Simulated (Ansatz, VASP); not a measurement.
One calculation of F, two programs

```
CELL_PARAMETERS angstrom
-1.36394 1.36394 1.36394
1.36394 -1.36394 1.36394
1.36394 1.36394 -1.36394
ATOMIC_POSITIONS crystal
F 0.00000 0.00000 0.00000
```

Alike in both runs: functional PBE; k mesh 18 × 18 × 18; occupations fermi-dirac, width 0.08 eV; no spin polarisation.

Ansatz relaxed the structure, and its values are those at the end. VASP's run is a single point on that final structure, the one shown.

```csv
,VASP,Ansatz
version,VASP 6.6.1,Ansatz 0.2.0
potentials or method,"VASP PAW PBE potentials, release 64 (F)","PAW with Ansatz's default frozen-core files, scalar-relativistic"
plane-wave cutoff (eV),520,420
valence electrons in the cell,7,7
```

```csv
,VASP,Ansatz,Ansatz less VASP
pressure (GPa),-0.7,0.0,+0.65
```

With one functional, cell and mesh, what is left measures potentials, basis and numerics.
